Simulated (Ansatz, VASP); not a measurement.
**Ag in VASP and in Ansatz**

The input INCAR:

```
PREC = Accurate ; ENCUT = 520
EDIFF = 1E-6 ; ISMEAR = 0
SIGMA = 0.15 ; LREAL = F
LASPH = T ; NELM = 100
ALGO = Fast ; ISIF = 2
LWAVE = F ; LCHARG = F
GGA = PS ; NBANDS = 12
```

Contents of KPOINTS:

```
regular mesh
0
Gamma
  14 14 14
```

Contents of POSCAR:

```
Ag
1.0
    0.0705869867      2.1331595309      1.8878906005
    1.9800112052     -0.0832275544      2.0417051416
    1.8992186485      2.2061815153     -0.0024349978
Ag
1
Direct
    0.0000000000      0.0000000000      0.0000000000
```

Input for Ansatz:

```yaml
crystal:
  lattice:
    - [0.0705869867, 2.1331595309, 1.8878906005]
    - [1.9800112052, -0.0832275544, 2.0417051416]
    - [1.8992186485, 2.2061815153, -0.0024349978]
  atoms:
    - { symbol: Ag, position: [0.0, 0.0, 0.0] }
basis:
  ecutwfc: 420
kpoints:
  mp_grid: { grid: [14, 14, 14] }
hamiltonian:
  xc: pbesol
scf:
  occupations: { method: gaussian, width: 0.15 }
output:
  forces: true
  stress: true
  eigenvalues: true
```

Change from the starting cell: cell sheared at random, sigma 0.06, atoms nudged by 0.01 Å.

Alike in both runs: task single point; functional PBEsol; k mesh 14 × 14 × 14; occupations gaussian, width 0.15 eV; no spin polarisation.

|  | VASP | Ansatz |
| --- | --- | --- |
| version | VASP 6.6.1 | Ansatz 0.2.0 |
| potentials or method | VASP PAW PBE potentials, release 64 (Ag), cutoff 520 eV | scalar-relativistic, plane waves, PAW |
| valence electrons in the cell | 11 | 19 |

|  | VASP | Ansatz | Ansatz less VASP |
| --- | --- | --- | --- |
| gap on the k mesh at the Fermi level (eV) | none | none | - |
| pressure (GPa) | 3.5 | 3.6 | +0.14 |
| traceless stress, the component that is largest in VASP (GPa) | -7.73 | -7.82 | -0.094 |

VASP's potentials were made for PBE, not for PBEsol. A gap of «none» marks a metal or a gap that the smearing closes. With one functional, cell and mesh, what is left measures potentials, basis and numerics. VASP's potentials hold 11 valence electrons a cell and Ansatz's 19, so a difference there can come from the potentials and not from the codes.
